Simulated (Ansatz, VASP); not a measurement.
## BaTe in VASP and in Ansatz

```
Ba Te
1.0
     4.04934    0.00000    0.00000
     0.00000    4.04934    0.00000
     0.00000    0.00000    4.26247
Ba Te
1 1
Direct
  0.00000 0.00000 0.00000
  0.50000 0.50000 0.50000
```

Change from the starting cell: strain -0.050 along x and y, +0.000 along z, atoms carried along.

Alike in both runs: task single point; functional PBE; k mesh 6 × 6 × 6; occupations gaussian, width 0.05 eV; no spin polarisation.

|  | VASP | Ansatz |
| --- | --- | --- |
| version | VASP 6.6.1 | Ansatz 0.2.0 |
| potentials or method | VASP PAW PBE potentials, release 64 (Ba_sv, Te), cutoff 520 eV | scalar-relativistic, plane waves, PAW |
| valence electrons in the cell | 16 | 26 |

Ansatz gave:

| Quantity | Value |
| --- | --- |
| gap on the k mesh at the Fermi level (eV) | 0.42 |
| least direct gap on the mesh (eV) | 0.75 |
| pressure (GPa) | 3.5 |
| traceless stress, the component that is largest in VASP (GPa) | -2.65 |

Q: Which values does VASP return?

A: gap on the k mesh at the Fermi level (eV): 0.29; least direct gap on the mesh (eV): 0.65; pressure (GPa): 4.2; traceless stress, the component that is largest in VASP (GPa): -2.66.

The functional is the same, so the differences come from potentials, cutoffs and numerics. VASP's potentials hold 16 valence electrons a cell and Ansatz's 26, so a difference there can come from the potentials and not from the codes.

Neither program's run includes spin-orbit coupling.
